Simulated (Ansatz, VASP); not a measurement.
# MgS in VASP and in Ansatz

Contents of INCAR:

```
PREC = Accurate ; ENCUT = 600
EDIFF = 1E-6 ; ISMEAR = 1
SIGMA = 0.05 ; LREAL = False
LASPH = True ; NELM = 120
ALGO = Normal ; ISIF = 2
LWAVE = False ; LCHARG = False
GGA = PS ; NBANDS = 11
GGA_COMPAT = False
```

File KPOINTS:

```
regular mesh
0
Gamma
  6 6 6
```

File POSCAR:

```
MgS
1.0
    0.0000000000      2.8308768389      2.8308768389
    2.8308768389      0.0000000000      2.8308768389
    2.8308768389      2.8308768389      0.0000000000
Mg S
1 1
Direct
    0.0000000000      0.0000000000      0.0000000000
    0.2500000000      0.2500000000      0.2500000000
```

Input for Ansatz:

```yaml
crystal:
  lattice:
    - [0.0, 2.8308768389, 2.8308768389]
    - [2.8308768389, 0.0, 2.8308768389]
    - [2.8308768389, 2.8308768389, 0.0]
  atoms:
    - { symbol: Mg, position: [0.0, 0.0, 0.0] }
    - { symbol: S, position: [0.25, 0.25, 0.25] }
kpoints:
  mp_grid: { grid: [6, 6, 6] }
hamiltonian:
  xc: pbesol
scf:
  occupations: { method: cold, width: 0.05 }
  n_extra_bands: 4
output:
  forces: true
  stress: true
  eigenvalues: true
```

Alike in both runs: task single point; functional PBEsol; k mesh 6 × 6 × 6; no spin polarisation.

```csv
,VASP,Ansatz
version,VASP 6.6.1,Ansatz 0.2.0
potentials or method,"VASP PAW PBE potentials, release 64 (Mg, S)",plane waves
plane-wave cutoff (eV),600,420
occupations,"methfessel-paxton of order 1, width 0.05 eV","cold, width 0.05 eV"
valence electrons in the cell,8,16
```

|  | VASP | Ansatz | Ansatz less VASP |
| --- | --- | --- | --- |
| gap on the k mesh at the Fermi level (eV) | 3.30 | 3.29 | -0.002 |
| pressure (GPa) | -0.4 | -0.3 | +0.07 |

VASP's potentials were made for PBE, not for PBEsol. VASP's potentials hold 8 valence electrons a cell and Ansatz's 16, so a difference there can come from the potentials and not from the codes.
